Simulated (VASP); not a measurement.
Set up this calculation in VASP 6.6.1, as the native input.

```yaml
Task: single point
Functional: PBE
Dispersion: D3(BJ)
Potentials_or_basis: VASP PAW PBE potentials, release 64 (Hf_pv, C)
Cutoff: 520 eV
k_mesh: 10 × 10 × 10
Occupations: gaussian, width 0.01 eV
Spin: non-collinear spin, zero start, spin-orbit coupling
Starting_moments: "[[0.0, 0.0, 0.0], [0.0, 0.0, 0.0]] μB"
Hubbard_terms: Hf d U = 2.0 eV
Dipole_correction: no
Further_INCAR_settings: ALGO = Normal; EDIFF = 1e-06; NBANDS = 26
```

The structure of HfC lies in POSCAR:

```
HfC
1.0
    0.0000000000      2.3250000000      2.3250000000
    2.3250000000      0.0000000000      2.3250000000
    2.3250000000      2.3250000000      0.0000000000
Hf C
1 1
Direct
    0.5000000000      0.5000000000      0.5000000000
    0.0000000000      0.0000000000      0.0000000000
```

These files were run (other wordings do the same):

INCAR

```
SYSTEM = HfC
ALGO = Normal
EDIFF = 1E-6
ENCUT = 520
GGA = PE
GGA_COMPAT = .False.
ISIF = 2
ISMEAR = 0
IVDW = 12
LASPH = .True.
LCHARG = .False.
LDAU = .True.
LDAUJ = 0 0
LDAUL = 2 -1
LDAUPRINT = 1
LDAUTYPE = 2
LDAUU = 2 0
LMAXMIX = 4
LNONCOLLINEAR = .True.
LORBIT = 11
LORBMOM = .True.
LREAL = .False.
LSORBIT = .True.
LWAVE = .False.
MAGMOM = 0 0 0 0 0 0
NBANDS = 26
NELM = 150
PREC = Accurate
SIGMA = 0.01
```

KPOINTS

```
k-points
0
Gamma
  10 10 10
  0 0 0
```

Potentials or basis: VASP PAW PBE potentials, release 64 (Hf_pv, C).

The run is started by

```console
$ cat potpaw_PBE.64/Hf_pv/POTCAR potpaw_PBE.64/C/POTCAR > POTCAR
$ mpirun -np 1 vasp_ncl > vasp.out
```

Results of the run:

```
Pressure                                              : 1.8 GPa
Net moment                                            : 0.00 μB per cell
Valence electrons inside the program's atomic spheres : Hf 8.60; C 2.40
Dispersion energy per atom                            : -0.358 eV
```

Caveat: the U is typed as a test and isn't derived for this compound.

Run time: 43 s on 1 thread of Intel(R) Xeon(R) Platinum 8259CL CPU @ 2.50GHz (Skylake/Cascade Lake) (shared host), peak memory 0.23 GiB.
